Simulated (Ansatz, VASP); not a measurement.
One calculation of AlPt, two programs

```xyz
8
Lattice="5.0057 0.0000 0.0000 0.0000 5.0057 0.0000 0.0000 0.0000 5.0057" Properties=species:S:1:pos:R:3 pbc="T T T"
Al    4.2250    4.2250    4.2250
Al    3.2836    0.7807    1.7221
Al    1.7221    3.2836    0.7807
Al    0.7807    1.7221    3.2836
Pt    0.7762    0.7762    0.7762
Pt    1.7267    4.2295    3.2791
Pt    3.2791    1.7267    4.2295
Pt    4.2295    3.2791    1.7267
```

Alike in both runs: task single point; functional PBEsol; k mesh 6 × 6 × 6; occupations gaussian, width 0.1 eV; no spin polarisation.

```csv
,VASP,Ansatz
version,VASP 6.6.1,Ansatz 0.2.0
potentials or method,"VASP PAW PBE potentials, release 64 (Al, Pt), cutoff 520 eV","plane waves, PAW"
valence electrons in the cell,52,84
```

|  | VASP | Ansatz | Ansatz less VASP |
| --- | --- | --- | --- |
| pressure (GPa) | -14.0 | -13.8 | +0.12 |

VASP's potentials were made for PBE, not for PBEsol. VASP's potentials hold 52 valence electrons a cell and Ansatz's 84, so a difference there can come from the potentials and not from the codes.

Neither program's run includes spin-orbit coupling.
